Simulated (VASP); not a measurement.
# AlRu (Cmmm) in VASP: notebook

Runs on AlRu. Level: PBE. Tasks: single point.

Program: VASP 6.6.1. These are calculated values, not measurements. Logs are shortened: lines on timing, memory, paths and dates and some standing lists are left out, and cuts for length are marked.

### Step 1. The cell of the first run

The structure is orthorhombic, space group Cmmm (No. 65). The conventional cell has a = 4.167 Å, b = 4.294 Å, c = 2.992 Å, α = 90.00°, β = 90.00°, γ = 90.00°. Al (site symmetry mmm) has 8 Ru at 2.56 to 2.62 Å and 6 Al at 2.99 Å within 3.4 Å. Ru (site symmetry mmm) has 8 Al at 2.56 to 2.62 Å and 6 Ru at 2.99 Å within 3.4 Å.

### Step 2. Single point, PBE (strain -0.0300 x Voigt [0, 0, 0, 0, 1, 0])

INCAR reads:

```
SYSTEM = AlRu
PREC     = Accurate       ! precision mode
ENCUT    = 520            ! plane-wave cutoff, eV
EDIFF    = 1E-6           ! SCF threshold, eV
ISMEAR   = 0              ! smearing method
SIGMA    = 0.15           ! smearing width, eV
LREAL    = .False.        ! projectors in reciprocal space
LASPH    = .True.         ! aspherical terms in the spheres
NELM     = 60             ! most SCF steps
ALGO     = Fast           ! electronic algorithm
ISIF     = 2              ! what is computed and relaxed
LWAVE    = .False.        ! write WAVECAR
LCHARG   = .False.        ! write CHGCAR
GGA      = PE             ! functional
NBANDS   = 16             ! bands
```

KPOINTS reads:

```
Automatic mesh
0
Gamma
  16 16 16
  0 0 0
```

POSCAR reads:

```
AlRu
1.0
    2.9916000000      0.0000000000     -0.0448740000
    0.0000000000      2.9916000000      0.0000000000
   -0.0448740000      0.0000000000      2.9916000000
Al Ru
1 1
Direct
    0.0000000000      0.0000000000      0.0000000000
    0.5000000000      0.5000000000      0.5000000000
```

Potentials or basis: VASP PAW PBE potentials, release 64 (Al, Ru_pv).

Run with:

```
cat potpaw_PBE.64/Al/POTCAR potpaw_PBE.64/Ru_pv/POTCAR > POTCAR
mpirun -np 1 vasp_std > vasp.out
```

OUTCAR:

```text
SYSTEM = AlRu
   PREC = Accurate
   ENCUT = 520
   EDIFF = 1E-6
   ISMEAR = 0
   LREAL = .False.
   LASPH = .True.
   NELM = 60
   ISIF = 2
   GGA = PE

 ion  position               nearest neighbor table
   1  0.000  0.000  0.000-   2 2.56   2 2.56   2 2.56   2 2.56   2 2.62   2 2.62   2 2.62   2 2.62

   2  0.500  0.500  0.500-   1 2.56   1 2.56   1 2.56   1 2.56   1 2.62   1 2.62   1 2.62   1 2.62

  LATTYP: Found a base centered orthorhombic cell.
 ALAT       =     4.1672998738
 B/A-ratio  =     1.0304568528
 C/A-ratio  =     0.7178749048

  Lattice vectors:

 A1 = (  -0.0448740000,   0.0000000000,   2.9916000000)
 A2 = (   2.9916000000,   0.0000000000,  -0.0448740000)
 A3 = (   0.0000000000,   2.9916000000,   0.0000000000)

Analysis of symmetry for initial positions (statically):
=====================================================================
 Subroutine PRICEL returns:
 Original cell was already a primitive cell.

 Routine SETGRP: Setting up the symmetry group for a
 base centered orthorhombic supercell.

 Subroutine GETGRP returns: Found  8 space group operations
 (whereof  8 operations were pure point group operations)
 out of a pool of  8 trial point group operations.

The static configuration has the point symmetry D_2h.

Analysis of symmetry for dynamics (positions and initial velocities):
=====================================================================
 Subroutine PRICEL returns:
 Original cell was already a primitive cell.

 Routine SETGRP: Setting up the symmetry group for a
 base centered orthorhombic supercell.

 Subroutine GETGRP returns: Found  8 space group operations
 (whereof  8 operations were pure point group operations)
 out of a pool of  8 trial point group operations.

The dynamic configuration has the point symmetry D_2h.

 Subroutine INISYM returns: Found  8 space group operations
 (whereof  8 operations are pure point group operations),
 and found     1 'primitive' translations

----------------------------------------------------------------------------------------

                                     Primitive cell

  volume of cell :      26.7678

  direct lattice vectors                    reciprocal lattice vectors
     2.991600000  0.000000000 -0.044874000     0.334344515  0.000000000  0.005015168
     0.000000000  2.991600000  0.000000000     0.000000000  0.334269287  0.000000000
    -0.044874000  0.000000000  2.991600000     0.005015168  0.000000000  0.334344515

  length of vectors
     2.991936536  2.991600000  2.991936536     0.334382126  0.334269287  0.334382126

  position of ions in fractional coordinates (direct lattice)
     0.000000000  0.000000000  0.000000000
     0.500000000  0.500000000  0.500000000

  ion indices of the primitive-cell ions
   primitive index   ion index
                 1           1
                 2           2

----------------------------------------------------------------------------------------

 KPOINTS: Automatic mesh

Automatic generation of k-mesh.
 Grid dimensions read from file:
 generate k-points for:   16   16   16

 Generating k-lattice:

  Cartesian coordinates                     Fractional coordinates (reciprocal lattice)
     0.020896532  0.000000000  0.000313448     0.062500000  0.000000000  0.000000000
     0.000000000  0.020891830  0.000000000     0.000000000  0.062500000  0.000000000
     0.000313448  0.000000000  0.020896532     0.000000000  0.000000000  0.062500000

  Length of vectors
     0.020898883  0.020891830  0.020898883

  Shift w.r.t. Gamma in fractional coordinates (k-lattice)
     0.000000000  0.000000000  0.000000000

 Subroutine IBZKPT returns following result:
 ===========================================

 Found    657 irreducible k-points:

 Following reciprocal coordinates:
            Coordinates               Weight
  0.000000  0.000000  0.000000      1.000000
  0.062500  0.000000 -0.000000      4.000000
  0.125000  0.000000 -0.000000      4.000000
  0.187500  0.000000  0.000000      4.000000
  0.250000  0.000000 -0.000000      4.000000
  0.312500  0.000000  0.000000      4.000000
[... 16 lines left out ...]
  0.250000  0.125000 -0.000000      8.000000
  0.312500  0.125000  0.000000      8.000000
 [... further k-points ...]
   k-points           NKPTS =    657   k-points in BZ     NKDIM =    657   number of bands    NBANDS=     16
   number of dos      NEDOS =    301   number of ions     NIONS =      2
   total plane-waves  NPLWV =  13824
   dimension x,y,z NGX =    24 NGY =   24 NGZ =   24
   dimension x,y,z NGXF=    48 NGYF=   48 NGZF=   48
   ions per type =               1   1
   NGX,Y,Z   is equivalent  to a cutoff of  13.34, 13.34, 13.34 a.u.
   NGXF,Y,Z  is equivalent  to a cutoff of  26.67, 26.67, 26.67 a.u.
 SYSTEM =  AlRu
   PREC   = accura    normal or accurate (medium, high low for compatibility)
   ISTART =      0    job   : 0-new  1-cont  2-samecut
   ICHARG =      2    charge: 1-file 2-atom 10-const
   ISPIN  =      1    spin polarized calculation?
   LNONCOLLINEAR =      F non collinear calculations
   LSORBIT =      F    spin-orbit coupling
   LASPH  =      T    aspherical Exc in radial PAW
   ENCUT  =  520.0 eV  38.22 Ry    6.18 a.u.   5.56  5.56  5.56*2*pi/ulx,y,z
   NELM   =     60;   NELMIN=  2; NELMDL= -5     # of ELM steps
   EDIFF  = 0.1E-05   stopping-criterion for ELM
   LREAL  =      F    real-space projection
   EDIFFG = 0.1E-04   stopping-criterion for IOM
   NSW    =      0    number of steps for IOM
   IBRION =     -1    ionic relax: 0-MD 1-quasi-New 2-CG
   NFREE  =      0    steps in history (QN), initial steepest desc. (CG)
   ISIF   =      2    stress and relaxation
   ISYM   =      2    0-nonsym 1-usesym 2-fastsym
   POTIM  = 0.5000    time-step for ionic-motion
   TEBEG  =    0.0;   TEEND  =   0.0 temperature during run
   PSTRESS=    0.0 pullay stress
   NELECT =      17.0000    total number of electrons
   NUPDOWN=      -1.0000    fix difference up-down
   EMIN   =  10.00;   EMAX   =-10.00  energy-range for DOS
   EFERMI =   0.00;   METHOD = LEGACY
   ISMEAR =     0;   SIGMA  =   0.15  broadening in eV -4-tet -1-fermi 0-gaus
   EFERMI_NEDOS =   21; number of points for ismear=-14 and -15
   IALGO  =     68    algorithm
   IMIX   =      4    mixing-type and parameters
     AMIX     =   0.40;   BMIX     =  1.00
     AMIX_MAG =   1.60;   BMIX_MAG =  1.00
  volume/ion in A,a.u.               =      13.38        90.32
  Fermi-wavevector in a.u.,A,eV,Ry     =   1.407193  2.659208 26.942132  1.980191
  Thomas-Fermi vector in A             =   2.529477
   LORBIT       =      0    0 simple, 1 ext, 2 COOP (PROOUT), +10 PAW based schemes
   GGA     = PE    functional components
   LHFCALC =     F    Hartree Fock is set to
   AEXX    =    0.0000 exact exchange contribution
   IVDW    =     0    specifies the selected vdW correction
   LEPSILON=     F    determine dielectric tensor
   LRPA    =     F    only Hartree local field effects (RPA)
 non-spin polarized calculation
 RMM-DIIS sequential band-by-band and
 Gauss-broadening in eV      SIGMA  =   0.15
  energy-cutoff  :      520.00
  volume of cell :       26.77
 maximum number of plane-waves:       739
 NGX is ok and might be reduce to    24
   NGX = 11   NGY = 11   NGZ = 11

 number of electron      16.9999995 magnetization

 Free energy of the ion-electron system (eV)
  ---------------------------------------------------
  ext. energy  EPLUGINS =         0.00000000
  ---------------------------------------------------
  free energy    TOTEN  =       -14.25461253 eV

  energy without entropy =      -14.23567388  energy(sigma->0) =      -14.24514321

 E-fermi :  10.7344     XC(G=0): -12.5666

 val. band max:       10.7320497818   @ k =  -0.3750   0.0625   0.1250
 cond. band min:      10.7360380661   @ k =  -0.0625   0.1250   0.0625
 fundamental gap:      0.0039882843
 Fermi energy:        10.7343980035

 k-point     1 :       0.0000    0.0000    0.0000
  band No.  band energies     occupation
      1     -31.0490      2.00000
      2     -31.0462      2.00000
      3     -31.0398      2.00000
      4       1.0447      2.00000
      5       7.1508      2.00000
      6       7.1594      2.00000
[... 8 lines left out ...]
     15      22.8496      0.00000
     16      25.8378      0.00000

 k-point     2 :       0.0625    0.0000   -0.0000
  band No.  band energies     occupation
      1     -31.0544      2.00000
      2     -31.0455      2.00000
      3     -31.0418      2.00000
      4       1.1199      2.00000
      5       7.1774      2.00000
      6       7.1858      2.00000
[... 8 lines left out ...]
     15      22.8498      0.00000
     16      26.0717      0.00000

 k-point     3 :       0.1250    0.0000   -0.0000
  band No.  band energies     occupation
      1     -31.0759      2.00000
      2     -31.0436      2.00000
      3     -31.0413      2.00000
      4       1.3431      2.00000
      5       7.2460      2.00000
      6       7.2572      2.00000
[... 8 lines left out ...]
     15      22.8511      0.00000
     16      26.8046      0.00000

 k-point     4 :       0.1875    0.0000    0.0000
  band No.  band energies     occupation
      1     -31.1097      2.00000
      2     -31.0407      2.00000
      3     -31.0387      2.00000
      4       1.7064      2.00000
      5       7.2958      2.00000
      6       7.3750      2.00000
[... 8 lines left out ...]
     15      23.1502      0.00000
     16      27.9182      0.00000
[... 324 lines left out ...]
 k-point    22 :       0.1875    0.1250    0.0000
  band No.  band energies     occupation
      1     -31.1068      2.00000
      2     -31.0712      2.00000
      3     -31.0361      2.00000
      4       1.9875      2.00000
      5       7.3981      2.00000
      6       7.4928      2.00000
[... 8 lines left out ...]
     15      23.8536      0.00000
     16      27.2279      0.00000

 k-point    23 :       0.2500    0.1250   -0.0000
  band No.  band energies     occupation
      1     -31.1464      2.00000
      2     -31.0676      2.00000
      3     -31.0328      2.00000
      4       2.4637      2.00000
      5       7.3449      2.00000
      6       7.6395      2.00000
[... 8 lines left out ...]
     15      24.4947      0.00000
     16      26.0623      0.00000

 k-point    24 :       0.3125    0.1250    0.0000
  band No.  band energies     occupation
      1     -31.1860      2.00000
      2     -31.0640      2.00000
      3     -31.0295      2.00000
      4       3.0456      2.00000
      5       7.0727      2.00000
      6       7.8001      2.00000
[... 8 lines left out ...]
     15      24.7981      0.00000
     16      25.0843      0.00000

 [... further k-points ...]

------------------------ aborting loop because EDIFF is reached ----------------------------------------

  FORCE on cell =-STRESS in cart. coord.  units (eV):
  Direction    XX          YY          ZZ          XY          YZ          ZX
  --------------------------------------------------------------------------------------
  -------------------------------------------------------------------------------------
  Total        0.4620996      0.4652479      0.4620996      0.0000000      0.0000000      0.6528453
  in kB       27.6587981     27.8472396     27.6587981      0.0000000      0.0000000     39.0758122
  external PRESSURE =      27.7216119 kB  Pullay stress =       0.0000000 kB

 VOLUME and BASIS-vectors are now :
 -----------------------------------------------------------------------------
  energy-cutoff  :      520.00
  volume of cell :       26.77
      direct lattice vectors                 reciprocal lattice vectors
     2.991600000  0.000000000 -0.044874000     0.334344515  0.000000000  0.005015168
     0.000000000  2.991600000  0.000000000     0.000000000  0.334269287  0.000000000
    -0.044874000  0.000000000  2.991600000     0.005015168  0.000000000  0.334344515

 POSITION                                       TOTAL-FORCE (eV/Angst)
 -----------------------------------------------------------------------------------
      0.00000      0.00000      0.00000         0.000000      0.000000      0.000000
      1.47336      1.49580      1.47336        -0.000000      0.000000      0.000000
 -----------------------------------------------------------------------------------
    total drift:                                0.000000     -0.000000     -0.000000

  FREE ENERGIE OF THE ION-ELECTRON SYSTEM (eV)
  ---------------------------------------------------
  free  energy   TOTEN  =       -14.2546125326 eV

  energy  without entropy=      -14.2356738818  energy(sigma->0) =      -14.24514321
```

It took 3.7 min on 1 thread of Intel Xeon 8259CL, shared host; peak memory 0.37 GiB.

Results:

* Free energy: -14.2546 eV
* Pressure: 2.8 GPa
* Band gap on the k mesh: zero (an odd number of electrons rules out a gap without spin polarisation)

Stress tensor (GPa, compression positive):
```
2.77 0.00 3.91
0.00 2.78 0.00
3.91 0.00 2.77
```

Levels at points of the mesh, in eV from the Fermi level:
```csv
k point,band 7,band 8,band 9,band 10,band 11,band 12
"(0.00, 0.00, 0.00)",0.09,0.15,0.23,6.05,6.06,6.10
"(0.50, 0.00, 0.00)",-1.62,-1.60,0.41,2.28,7.42,10.99
"(0.00, 0.50, 0.00)",-1.72,-1.51,0.41,2.28,7.44,10.93
"(0.50, 0.50, 0.00)",-1.38,-1.19,-1.17,1.52,5.30,6.23
"(0.50, 0.00, 0.50)",-1.19,-1.17,-1.16,1.52,5.25,6.29
"(0.50, 0.50, 0.50)",1.61,1.61,2.52,3.88,4.16,4.37
```

Caveat: the cell differs from its parent crystal (strain -0.0300 x Voigt [0, 0, 0, 0, 1, 0]).

### Step 3. Single point, PBE (strain +0.0150 x Voigt [0, 0, 0, 0, 1, 0])

INCAR reads:

```
  PREC = Accurate
  ENCUT = 520
  EDIFF = 1E-6
  ISMEAR = 0
  SIGMA = 0.15
  LREAL = False
  LASPH = True
  NELM = 80
  ALGO = Fast
  ISIF = 2
  LWAVE = False
  LCHARG = False
  GGA = PE
  NBANDS = 16
```

KPOINTS reads:

```
Automatic mesh
0
Gamma
  16 16 16
```

POSCAR reads:

```
AlRu
1.0
    2.9916000000      0.0000000000      0.0224370000
    0.0000000000      2.9916000000      0.0000000000
    0.0224370000      0.0000000000      2.9916000000
Al Ru
1 1
Direct
    0.0000000000      0.0000000000      0.0000000000
    0.5000000000      0.5000000000      0.5000000000
```

Potentials or basis: VASP PAW PBE potentials, release 64 (Al, Ru_pv).

Run with:

```
cat potpaw_PBE.64/Al/POTCAR potpaw_PBE.64/Ru_pv/POTCAR > POTCAR
mpirun -np 1 vasp_std > vasp.out
```

OUTCAR:

```text
PREC = Accurate
   ENCUT = 520
   EDIFF = 1E-6
   ISMEAR = 0
   LREAL = False
   LASPH = True
   NELM = 80
   ISIF = 2
   GGA = PE

 ion  position               nearest neighbor table
   1  0.000  0.000  0.000-   2 2.58   2 2.58   2 2.58   2 2.58   2 2.60   2 2.60   2 2.60   2 2.60

   2  0.500  0.500  0.500-   1 2.58   1 2.58   1 2.58   1 2.58   1 2.60   1 2.60   1 2.60   1 2.60

  LATTYP: Found a base centered orthorhombic cell.
 ALAT       =     4.1990305835
 B/A-ratio  =     1.0151133501
 C/A-ratio  =     0.7124501574
[... 648 lines left out ...]

  FORCE on cell =-STRESS in cart. coord.  units (eV):
  Direction    XX          YY          ZZ          XY          YZ          ZX
  --------------------------------------------------------------------------------------
  -------------------------------------------------------------------------------------
  Total        0.4431695      0.4439457      0.4431695      0.0000000      0.0000000     -0.3266685
  in kB       26.5212675     26.5677178     26.5212675      0.0000000      0.0000000    -19.5493195
  external PRESSURE =      26.5367509 kB  Pullay stress =       0.0000000 kB

 VOLUME and BASIS-vectors are now :
 -----------------------------------------------------------------------------
  energy-cutoff  :      520.00
  volume of cell :       26.77
      direct lattice vectors                 reciprocal lattice vectors
     2.991600000  0.000000000  0.022437000     0.334288091  0.000000000 -0.002507161
     0.000000000  2.991600000  0.000000000     0.000000000  0.334269287  0.000000000
     0.022437000  0.000000000  2.991600000    -0.002507161  0.000000000  0.334288091

 POSITION                                       TOTAL-FORCE (eV/Angst)
 -----------------------------------------------------------------------------------
      0.00000      0.00000      0.00000        -0.000000      0.000000      0.000000
      1.50702      1.49580      1.50702         0.000000      0.000000      0.000000
 -----------------------------------------------------------------------------------
    total drift:                                0.000000     -0.000000     -0.000000

  FREE ENERGIE OF THE ION-ELECTRON SYSTEM (eV)
  ---------------------------------------------------
  free  energy   TOTEN  =       -14.2620063238 eV

  energy  without entropy=      -14.2430079826  energy(sigma->0) =      -14.25250715
```

Wall time 3.8 min (1 thread of Intel Xeon 8259CL, shared host); peak memory 0.37 GiB.

Results:

```yaml
Free_energy: -14.2620 eV
Pressure: 2.7 GPa
Band_gap_on_the_k_mesh: zero (an odd number of electrons rules out a gap without spin polarisation)
```

Caveat: the cell differs from its parent crystal (strain +0.0150 x Voigt [0, 0, 0, 0, 1, 0]).

[end of part 1 of 2]
